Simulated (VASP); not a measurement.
Runs of VASP 6.6.1 on NaH. The structure is that of space group Fm-3m (No. 225), or close to it. The cells are those of the table. 

| level | cell | smearing | gap on the mesh (eV) | pressure (GPa) |
| --- | --- | --- | --- | --- |
| PBE | a = 3.391, b = 3.391, c = 3.337 Å, angles 60.5, 60.5, 61.0°, 2 atoms | fermi-dirac 0.02 eV | 3.72 | 0.5 |
| PBE | a = 3.444 Å, angles 59.0°, 2 atoms | fermi-dirac 0.02 eV | (b) | 0.0 |
| r2SCAN | a = 3.391, b = 3.391, c = 3.337 Å, angles 60.5, 60.5, 61.0°, 2 atoms | gaussian 0.01 eV | 4.33 | (a) |
| r2SCAN | a = 3.292, b = 3.292, c = 3.190 Å, angles 61.0, 61.0, 58.0°, 2 atoms | gaussian 0.01 eV | 4.62 | 3.8 |
| PBE | a = 3.292, b = 3.292, c = 3.190 Å, angles 61.0, 61.0, 58.0°, 2 atoms | fermi-dirac 0.02 eV | 3.99 | 4.6 |
| r2SCAN | a = 3.444 Å, angles 59.0°, 2 atoms | gaussian 0.01 eV | (c) | -0.8 |

Alike in all rows: task single point; potentials or basis VASP PAW PBE potentials, release 64 (Na_pv, H); no spin polarisation; k mesh 10 × 10 × 10; cutoff (eV) 520.

Task: Fill in the values left out.

Result: (a) -0.2; (b) 3.64; (c) 4.25.

Caveats: the PAW data sets were made with another functional, which shifts forces and pressure a little (some runs).

A k mesh can miss the band edges.
